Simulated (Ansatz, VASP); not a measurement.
# One calculation of HfN, two programs

```
Hf N
1.0
     0.00000    2.22083    2.27381
     2.27381    0.00000    2.27381
     2.27381    2.22083    0.00000
Hf N
1 1
Direct
  0.00067 0.99933 0.00067
  0.49147 0.50853 0.49147
```

Change from the starting cell: mode 5 frozen in at -0.039 Å, normal strain along y -0.0233.

Alike in both runs: task single point; functional PBE; k mesh 16 × 16 × 16; occupations gaussian, width 0.15 eV; no spin polarisation.

|  | VASP | Ansatz |
| --- | --- | --- |
| version | VASP 6.6.1 | Ansatz 0.2.0 |
| potentials or method | VASP PAW PBE potentials, release 64 (Hf_pv, N), cutoff 520 eV | scalar-relativistic, plane waves, PAW |
| valence electrons in the cell | 15 | 31 |

```csv
,VASP,Ansatz,Ansatz less VASP
gap on the k mesh at the Fermi level (eV),none,none,-
pressure (GPa),4.8,7.2,+2.37
"traceless stress, the component that is largest in VASP (GPa)",8.84,8.91,+0.075
rms of the force components (eV/Å),0.337,0.337,+0.0005
```

Atom by atom the forces differ by 0.001 eV/Å (rms over components). A gap of «none» marks a metal or a gap that the smearing closes. VASP's potentials hold 15 valence electrons a cell and Ansatz's 31, so a difference there can come from the potentials and not from the codes.

Neither program's run includes spin-orbit coupling.
